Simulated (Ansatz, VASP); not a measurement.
# MoS2 in VASP and in Ansatz

```
Mo S
1.0
     3.18413    0.00000    0.00000
    -1.59206    2.75753    0.00000
     0.00000    0.00000   17.33460
Mo S
1 2
Direct
  0.00000 0.00000 0.00000
  0.33333 0.66667 0.08949
  0.33333 0.66667 0.91051
```

Alike in both runs: task relaxation of cell and atoms; functional PBE; k mesh 12 × 12 × 2; occupations gaussian, width 0.02 eV; no spin polarisation.

|  | VASP | Ansatz |
| --- | --- | --- |
| version | VASP 6.6.1 | Ansatz 0.2.0 |
| potentials or method | VASP PAW PBE potentials, release 64 (Mo_sv, S), cutoff 600 eV | scalar-relativistic, plane waves, PAW |
| valence electrons in the cell | 26 | 26 |

Ansatz gave:

| Quantity | Value |
| --- | --- |
| gap on the k mesh at the Fermi level, each at its own relaxed structure (eV) | 1.66 |
| relaxed volume (Å³/atom) | 50.75 |
| relaxed cell length with the largest relative difference (Å) | 17.335 |

Task: Which values does VASP return?

Result: gap on the k mesh at the Fermi level, each at its own relaxed structure (eV): 1.67; relaxed volume (Å³/atom): 50.93; relaxed cell length with the largest relative difference (Å): 17.406.
